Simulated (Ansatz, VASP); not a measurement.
**MgSn4N in VASP and in Ansatz**

```xyz
6
Lattice="0.0000 4.2793 4.2793 4.2793 0.0000 4.2793 4.2793 4.2793 0.0000" Properties=species:S:1:pos:R:3 pbc="T T T"
Mg    6.4190    6.4190    6.4190
Sn    5.3512    5.3512    3.2074
Sn    3.2074    5.3512    5.3512
Sn    3.2074    3.2074    3.2074
Sn    5.3512    3.2074    5.3512
N     0.0000    0.0000    0.0000
```

Change from the starting cell: species swapped into the ErInNi4 type (F-43m, No. 216).

Alike in both runs: functional PBE; k mesh 8 × 8 × 8; occupations gaussian, width 0.1 eV; no spin polarisation.

Ansatz relaxed the structure, and its values are those at the end. VASP's run is a single point on that final structure, the one shown.

|  | VASP | Ansatz |
| --- | --- | --- |
| version | VASP 6.6.1 | Ansatz 0.2.0 |
| potentials or method | VASP PAW PBE potentials, release 64 (Mg, Sn_d, N), cutoff 520 eV | scalar-relativistic, plane waves, PAW |
| valence electrons in the cell | 63 | 71 |

```csv
,VASP,Ansatz,Ansatz less VASP
gap on the k mesh at the Fermi level (eV),none,none,-
pressure (GPa),-0.1,0.0,+0.08
rms of the force components (eV/Å),0.005,0.004,-0.0003
```

A gap of «none» marks a metal or a gap that the smearing closes. VASP's potentials hold 63 valence electrons a cell and Ansatz's 71, so a difference there can come from the potentials and not from the codes.
